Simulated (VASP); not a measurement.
Input of a VASP 6.6.1 run:

Contents of INCAR:

```
SYSTEM = AlRu
  PREC = Accurate
  ENCUT = 520
  EDIFF = 1E-8
  ISMEAR = -1
  SIGMA = 0.15
  LREAL = .FALSE.
  LASPH = .TRUE.
  NELM = 100
  ALGO = Normal
  ISIF = 2
  LWAVE = .FALSE.
  LCHARG = .TRUE.
  GGA = PE
  IBRION = 8
  NSW = 1
```

KPOINTS

```
Automatic mesh
0
G
  14 14 14
  0 0 0
```

Contents of POSCAR:

```
AlRu
1.0
    3.0061613449      0.0000000000      0.0000000000
    0.0000000000      3.0061613449      0.0000000000
    0.0000000000      0.0000000000      3.0061613449
Al Ru
1 1
Direct
    0.0000000000      0.0000000000      0.0000000000
    0.5000000000      0.5000000000      0.5000000000
```

Potentials or basis: VASP PAW PBE potentials, release 64 (Al, Ru_pv).

Command:

```sh
$ cat potpaw_PBE.64/Al/POTCAR potpaw_PBE.64/Ru_pv/POTCAR > POTCAR
$ mpirun -np 1 vasp_std > vasp.out
```

Problem. Estimate the highest phonon frequency at Γ, LO-TO splitting left out.

Solution. 307 cm⁻¹.

Phonon frequencies in cm⁻¹ (negative: imaginary):
| q point | frequencies |
| --- | --- |
| (0.000, 0.000, 0.000) | 0 0 0 307 307 307 |
